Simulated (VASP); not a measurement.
The system is Be2Ga2C3.

```xyz
7
Lattice="2.8738 0.0000 0.0000 -1.4369 2.4888 0.0000 0.0000 0.0000 11.2800" Properties=species:S:1:pos:R:3 pbc="T T T"
Be    0.0000    1.6592    5.6400
Be    1.4369    0.8296    5.6400
Ga    0.0000    0.0000    2.8498
Ga    0.0000    0.0000    8.4302
C     0.0000    0.0000    5.6400
C     0.0000    1.6592    0.0000
C     1.4369    0.8296    0.0000
```

| Property | Result |
| --- | --- |
| Program | VASP 6.6.1 |
| Task | relaxation of cell and atoms |
| Functional | PBE |
| Potentials or basis | VASP PAW PBE potentials, release 64 (Be, Ga_d, C) |
| Cutoff | 600 eV |
| k mesh | 9 × 9 × 2 |
| Occupations | gaussian, width 0.1 eV |
| Spin | no spin polarisation |

At the start: pressure -0.1 GPa; volume 11.53 Å³/atom.

Q: How do energy, volume and symmetry change on relaxing?

A: Over 24 steps the energy falls by 3.9 meV/atom and the volume is 12.33 Å³/atom (+7.0 %); space group P6/mmm (No. 191, to 0.05 Å).

Step by step:
```
step  energy change (eV)  largest force (eV/Å)  pressure (GPa)  volume (Å³)
   1              0.0000                0.0134           -0.09        80.68
   2             -0.0028                0.0214            0.65        80.60
   3             -0.0029                0.0231            0.79        80.59
   4             -0.0053                0.0335            0.45        81.13
   5             -0.0070                0.0694           -0.63        82.75
   6             -0.0073                0.0605           -0.16        82.27
   7             -0.0072                0.0639           -0.47        82.47
   8             -0.0073                0.0629           -0.33        82.38
   9             -0.0084                0.0735            0.01        82.63
  10             -0.0085                0.0767            0.09        82.72
  11             -0.0096                0.0751           -0.03        82.97
  12             -0.0134                0.0822           -0.24        83.75
  13             -0.0219                0.0721           -0.66        85.30
  14             -0.0215                0.0420           -1.16        88.42
  15             -0.0247                0.0509           -0.93        86.89
  16             -0.0251                0.0489           -0.88        86.95
  17             -0.0255                0.0463           -0.76        87.03
  18             -0.0258                0.0408           -0.54        87.19
  19             -0.0258                0.0431           -0.56        87.14
  20             -0.0258                0.0419           -0.60        87.16
  21             -0.0261                0.0413           -0.44        87.05
  22             -0.0269                0.0383           -0.19        86.75
  23             -0.0275                0.0322            0.29        86.15
  24             -0.0274                0.0334            0.01        86.33
```

Final structure:
```yaml
crystal:
  lattice:
    - [2.85970, 0.00000, 0.00000]
    - [-1.42985, 2.47657, 0.00000]
    - [0.00000, 0.00000, 12.18947]
  atoms:
    - { symbol: Be, position: [0.33333, 0.66667, 0.50000] }
    - { symbol: Be, position: [0.66667, 0.33333, 0.50000] }
    - { symbol: Ga, position: [0.00000, 0.00000, 0.26632] }
    - { symbol: Ga, position: [0.00000, 0.00000, 0.73368] }
    - { symbol: C, position: [0.00000, 0.00000, 0.50000] }
    - { symbol: C, position: [0.33333, 0.66667, 0.00000] }
    - { symbol: C, position: [0.66667, 0.33333, 0.00000] }
```
